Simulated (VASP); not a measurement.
# TcPt (P-6m2) in VASP: further runs, part 2 of 2

VASP 6.6.1. The steps go on from the part before.

## 3. Relaxation of cell and atoms, LDA

This run uses another cell than the first one, of 15.04 Å³/atom, 1.062 times its volume.

File INCAR:

```
SYSTEM = TcPt
ALGO = Normal ; EDIFF = 1E-7
EDIFFG = -0.03 ; ENCUT = 600
GGA = CA ; IBRION = 2
ISIF = 3 ; ISMEAR = -1
LASPH = .TRUE. ; LCHARG = .FALSE.
LREAL = .FALSE. ; LWAVE = .FALSE.
NELM = 100 ; NSW = 80
PREC = Accurate ; SIGMA = 0.05
```

File KPOINTS:

```
k-points
0
G
  19 19 11
  0 0 0
```

File POSCAR:

```
TcPt
1.0
    2.7827060000      0.0000000000      0.0000000000
   -1.3913530000      2.4098940873      0.0000000000
    0.0000000000      0.0000000000      4.4858650000
Tc Pt
1 1
Direct
    0.6666666667      0.3333333333      0.0000000000
    0.0000000000      0.0000000000      0.5000000000
```

Potentials or basis: VASP PAW LDA potentials, release 64 (Tc_pv, Pt).

Command:

```sh
cat potpaw_LDA.64/Tc_pv/POTCAR potpaw_LDA.64/Pt/POTCAR > POTCAR
mpirun -np 1 vasp_std > vasp.out
```

OUTCAR:

```text
SYSTEM = TcPt
   EDIFF = 1E-7
   EDIFFG = -0.03
   ENCUT = 600
   GGA = CA
   IBRION = 2
   ISIF = 3
   ISMEAR = -1
   LASPH = .TRUE.
   LREAL = .FALSE.
   NELM = 100
   NSW = 80
   PREC = Accurate

 ion  position               nearest neighbor table
   1  0.667  0.333  0.000-   2 2.76   2 2.76   2 2.76   2 2.76   2 2.76   2 2.76
   2  0.000  0.000  0.500-   1 2.76   1 2.76   1 2.76   1 2.76   1 2.76   1 2.76

  LATTYP: Found a hexagonal cell.
 ALAT       =     2.7827060000
 C/A-ratio  =     1.6120513630

  Lattice vectors:

 A1 = (   2.7827060000,   0.0000000000,   0.0000000000)
 A2 = (  -1.3913530000,   2.4098940873,   0.0000000000)
 A3 = (   0.0000000000,   0.0000000000,   4.4858650000)

Analysis of symmetry for initial positions (statically):
=====================================================================
 Subroutine PRICEL returns:
 Original cell was already a primitive cell.

 Routine SETGRP: Setting up the symmetry group for a
 hexagonal supercell.

 Subroutine GETGRP returns: Found 12 space group operations
 (whereof 12 operations were pure point group operations)
 out of a pool of 24 trial point group operations.

The static configuration has the point symmetry D_3h.

Analysis of symmetry for dynamics (positions and initial velocities):
=====================================================================
 Subroutine PRICEL returns:
 Original cell was already a primitive cell.

 Routine SETGRP: Setting up the symmetry group for a
 hexagonal supercell.

 Subroutine GETGRP returns: Found 12 space group operations
 (whereof 12 operations were pure point group operations)
 out of a pool of 24 trial point group operations.

The dynamic configuration has the point symmetry D_3h.

 Subroutine INISYM returns: Found 12 space group operations
 (whereof 12 operations are pure point group operations),
 and found     1 'primitive' translations

----------------------------------------------------------------------------------------

                                     Primitive cell

  volume of cell :      30.0823

  direct lattice vectors                    reciprocal lattice vectors
     2.782706000  0.000000000  0.000000000     0.359362434  0.207477998  0.000000000
    -1.391353000  2.409894087  0.000000000     0.000000000  0.414955995  0.000000000
     0.000000000  0.000000000  4.485865000     0.000000000  0.000000000  0.222922446

  length of vectors
     2.782706000  2.782706000  4.485865000     0.414955995  0.414955995  0.222922446

  position of ions in fractional coordinates (direct lattice)
     0.666666667  0.333333333  0.000000000
     0.000000000  0.000000000  0.500000000

  ion indices of the primitive-cell ions
   primitive index   ion index
                 1           1
                 2           2

----------------------------------------------------------------------------------------

 KPOINTS: k-points

Automatic generation of k-mesh.
 Grid dimensions read from file:
 generate k-points for:   19   19   11

 Generating k-lattice:

  Cartesian coordinates                     Fractional coordinates (reciprocal lattice)
     0.018913812  0.010919895  0.000000000     0.052631579  0.000000000  0.000000000
     0.000000000  0.021839789  0.000000000     0.000000000  0.052631579  0.000000000
     0.000000000  0.000000000  0.020265677     0.000000000  0.000000000  0.090909091

[... 46 lines left out ...]
 SYSTEM =  TcPt
   PREC   = accura    normal or accurate (medium, high low for compatibility)
   ISTART =      0    job   : 0-new  1-cont  2-samecut
   ICHARG =      2    charge: 1-file 2-atom 10-const
   ISPIN  =      1    spin polarized calculation?
   LNONCOLLINEAR =      F non collinear calculations
   LSORBIT =      F    spin-orbit coupling
   LASPH  =      T    aspherical Exc in radial PAW
   ENCUT  =  600.0 eV  44.10 Ry    6.64 a.u.   5.56  5.56  8.96*2*pi/ulx,y,z
   NELM   =    100;   NELMIN=  2; NELMDL= -5     # of ELM steps
   EDIFF  = 0.1E-06   stopping-criterion for ELM
   LREAL  =      F    real-space projection
   EDIFFG = -.3E-01   stopping-criterion for IOM
   NSW    =     80    number of steps for IOM
   IBRION =      2    ionic relax: 0-MD 1-quasi-New 2-CG
   NFREE  =      1    steps in history (QN), initial steepest desc. (CG)
   ISIF   =      3    stress and relaxation
   ISYM   =      2    0-nonsym 1-usesym 2-fastsym
   POTIM  = 0.5000    time-step for ionic-motion
   TEBEG  =    0.0;   TEEND  =   0.0 temperature during run
   PSTRESS=    0.0 pullay stress
   NELECT =      23.0000    total number of electrons
   NUPDOWN=      -1.0000    fix difference up-down
   EMIN   =  10.00;   EMAX   =-10.00  energy-range for DOS
   EFERMI =   0.00;   METHOD = LEGACY
   ISMEAR =    -1;   SIGMA  =   0.05  broadening in eV -4-tet -1-fermi 0-gaus
   EFERMI_NEDOS =   21; number of points for ismear=-14 and -15
   IALGO  =     38    algorithm
   IMIX   =      4    mixing-type and parameters
     AMIX     =   0.40;   BMIX     =  1.00
     AMIX_MAG =   1.60;   BMIX_MAG =  1.00
  volume/ion in A,a.u.               =      15.04       101.50
  Fermi-wavevector in a.u.,A,eV,Ry     =   1.496972  2.828866 30.489629  2.240925
  Thomas-Fermi vector in A             =   2.608920
   LORBIT       =      0    0 simple, 1 ext, 2 COOP (PROOUT), +10 PAW based schemes
   GGA     = CA    functional components
   LHFCALC =     F    Hartree Fock is set to
   AEXX    =    0.0000 exact exchange contribution
   IVDW    =     0    specifies the selected vdW correction
   LEPSILON=     F    determine dielectric tensor
   LRPA    =     F    only Hartree local field effects (RPA)
 conjugate gradient relaxation of ions
 non-spin polarized calculation
  energy-cutoff  :      600.00
  volume of cell :       30.08
 maximum number of plane-waves:      1032
 NGX is ok and might be reduce to    24
   NGX = 11   NGY = 11   NGZ = 17

--------------------------------------- Ionic step        1  -------------------------------------------

 number of electron      22.9999998 magnetization

 Free energy of the ion-electron system (eV)
  ---------------------------------------------------
  ext. energy  EPLUGINS =         0.00000000
  ---------------------------------------------------
  free energy    TOTEN  =       -19.31533029 eV

  energy without entropy =      -19.29697367  energy(sigma->0) =      -19.30615198

------------------------ aborting loop because EDIFF is reached ----------------------------------------

  FORCE on cell =-STRESS in cart. coord.  units (eV):
  Direction    XX          YY          ZZ          XY          YZ          ZX
  --------------------------------------------------------------------------------------
  -------------------------------------------------------------------------------------
  Total       -3.2261441     -3.2261441     -3.2105734     -0.0000000      0.0000000      0.0000000
  in kB     -171.8236185   -171.8236185   -170.9943305     -0.0000000      0.0000000      0.0000000
  external PRESSURE =    -171.5471892 kB  Pullay stress =       0.0000000 kB
[... 239 lines left out ...]
--------------------------------------- Ionic step        8  -------------------------------------------

 number of electron      23.0000000 magnetization

 Free energy of the ion-electron system (eV)
  ---------------------------------------------------
  ext. energy  EPLUGINS =         0.00000000
  ---------------------------------------------------
  free energy    TOTEN  =       -19.41299467 eV

  energy without entropy =      -19.39623203  energy(sigma->0) =      -19.40461335

 E-fermi :  13.0222     XC(G=0): -14.0685

 val. band max:       13.0217303732   @ k =   0.3158   0.3158   0.1818
 cond. band min:      13.0231768595   @ k =   0.3684   0.1579   0.1818
 fundamental gap:      0.0014464863
 Fermi energy:        13.0221906381

 k-point     1 :       0.0000    0.0000    0.0000
  band No.  band energies     occupation
      1     -26.2865      2.00000
      2     -25.5639      2.00000
      3     -25.5639      2.00000
      4       2.8673      2.00000
      5       5.8468      2.00000
      6       8.6877      2.00000
      7       8.6877      2.00000
      8       9.7593      2.00000
      9      10.3478      2.00000
     10      10.3478      2.00000
     11      11.3433      2.00000
     12      11.3433      2.00000
     13      12.9791      1.40648
     14      14.1379      0.00000
[... 401 lines left out ...]
      2     -26.1674      2.00000
      3     -25.8162      2.00000
      4       5.8507      2.00000
      5       6.8730      2.00000
      6       7.0110      2.00000
      7       8.7057      2.00000
      8       8.9048      2.00000
      9      10.3309      2.00000
     10      10.4326      2.00000
     11      12.2351      2.00000
     12      13.2600      0.01706
     13      14.3316      0.00000
     14      15.3119      0.00000
     15      21.4117      0.00000

 [... further k-points ...]
[... 5 lines left out ...]
  --------------------------------------------------------------------------------------
  -------------------------------------------------------------------------------------
  Total       -0.0467138     -0.0467138      0.0156170      0.0000000     -0.0000000      0.0000000
  in kB       -2.6377282     -2.6377282      0.8818236      0.0000000     -0.0000000      0.0000000
  external PRESSURE =      -1.4645443 kB  Pullay stress =       0.0000000 kB
[... 17 lines left out ...]
  FREE ENERGIE OF THE ION-ELECTRON SYSTEM (eV)
  ---------------------------------------------------
  free  energy   TOTEN  =       -19.4129946662 eV

  energy  without entropy=      -19.3962320256  energy(sigma->0) =      -19.40461335

 reached required accuracy - stopping structural energy minimisation
```

It took 18 min on 1 thread of AMD EPYC 7R13, shared host; peak memory 0.25 GiB.

Results:

```
Free energy                            : -19.4130 eV
Relaxed volume                         : 14.19 Å³/atom
Relaxed cell                           : a = 2.728 Å, b = 2.728 Å, c = 4.402 Å, α = 90.00°, β = 90.00°, γ = 120.00°
Space group after relaxing (to 0.05 Å) : P-6m2 (No. 187)
Energy gained by relaxing              : 48.8 meV/atom
Ionic steps                            : 8
Pressure after relaxing                : -0.1 GPa
```

The path:
```
step  energy change (eV)  largest force (eV/Å)  pressure (GPa)  volume (Å³)
   1              0.0000                0.0000          -17.15        30.08
   2              1.1087                0.0000           97.00        23.60
   3             -0.0970                0.0000           -1.49        28.49
   4             -0.0976                0.0000           -0.37        28.39
   5             -0.0976                0.0000            0.00        28.36
   6             -0.0976                0.0000            0.40        28.33
   7             -0.0974                0.0000           -1.05        28.45
   8             -0.0977                0.0000           -0.15        28.37
```

Final structure:
```cif
data_structure
_symmetry_space_group_name_H-M 'P 1'
_symmetry_Int_Tables_number 1
_cell_length_a 2.7280
_cell_length_b 2.7280
_cell_length_c 4.4024
_cell_angle_alpha 90.000
_cell_angle_beta 90.000
_cell_angle_gamma 120.000
_cell_volume 28.37
loop_
_atom_site_label
_atom_site_type_symbol
_atom_site_fract_x
_atom_site_fract_y
_atom_site_fract_z
_atom_site_occupancy
Tc1 Tc 0.66667 0.33333 0.00000 1
Pt1 Pt 0.00000 0.00000 0.50000 1
```

Caveat: spin-orbit coupling is left out, which moves the levels of the heavy elements.
